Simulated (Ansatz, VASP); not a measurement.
**Na: VASP beside Ansatz**

File POSCAR:

```
Na
1.0
   -2.0539750000      2.0539750000      2.1810250000
    2.0539750000     -2.0539750000      2.1810250000
    2.0539750000      2.0539750000     -2.1810250000
Na
1
Direct
    0.0000000000      0.0000000000      0.0000000000
```

The input INCAR.step1:

```
SYSTEM = Na
PREC = Accurate
ENCUT = 520
ISMEAR = 0
SIGMA = 0.15
LREAL = .False.
LASPH = .True.
NELM = 80
NBANDS = 10
GGA = PE
ALGO = Normal
EDIFF = 1E-4
LWAVE = .True.
LCHARG = .False.
```

INCAR.step2

```
SYSTEM = Na
PREC = Accurate
ENCUT = 520
EDIFF = 1E-7
ISMEAR = 0
SIGMA = 0.15
LREAL = .False.
LASPH = .True.
NELM = 80
ALGO = Normal
ISIF = 2
LWAVE = .False.
LCHARG = .False.
METAGGA = R2SCAN
LMIXTAU = .True.
NBANDS = 10
ISTART = 1
```

File KPOINTS:

```
Automatic mesh
0
Gamma
  16 16 16
  0 0 0
```

Input for Ansatz:

```yaml
crystal:
  lattice:
    - [-2.053975, 2.053975, 2.181025]
    - [2.053975, -2.053975, 2.181025]
    - [2.053975, 2.053975, -2.181025]
  atoms:
    - { symbol: Na, position: [0.0, 0.0, 0.0] }
basis:
  ecutwfc: 500
kpoints:
  mp_grid: { grid: [16, 16, 16] }
hamiltonian:
  xc: r2scan
scf:
  occupations: { method: gaussian, width: 0.15 }
output:
  forces: true
  stress: true
  eigenvalues: true
```

Change from the starting cell: strain -0.030 along x and y, +0.030 along z, atoms carried along.

Alike in both runs: task single point; functional r2SCAN; k mesh 16 × 16 × 16; occupations gaussian, width 0.15 eV; no spin polarisation.

|  | VASP | Ansatz |
| --- | --- | --- |
| version | VASP 6.6.1 | Ansatz 0.2.0 |
| potentials or method | VASP PAW PBE potentials, release 64 (Na_pv), cutoff 520 eV | scalar-relativistic, plane waves, PAW |
| valence electrons in the cell | 7 | 9 |

|  | VASP | Ansatz | Ansatz less VASP |
| --- | --- | --- | --- |
| gap on the k mesh at the Fermi level (eV) | none | none | - |
| pressure (GPa) | 0.2 | 0.2 | +0.02 |
| traceless stress, the component that is largest in VASP (GPa) | 0.06 | -0.04 | -0.100 |

VASP's potentials were made for PBE, not for r2SCAN. A gap of «none» marks a metal or a gap that the smearing closes. VASP's potentials hold 7 valence electrons a cell and Ansatz's 9, so a difference there can come from the potentials and not from the codes.
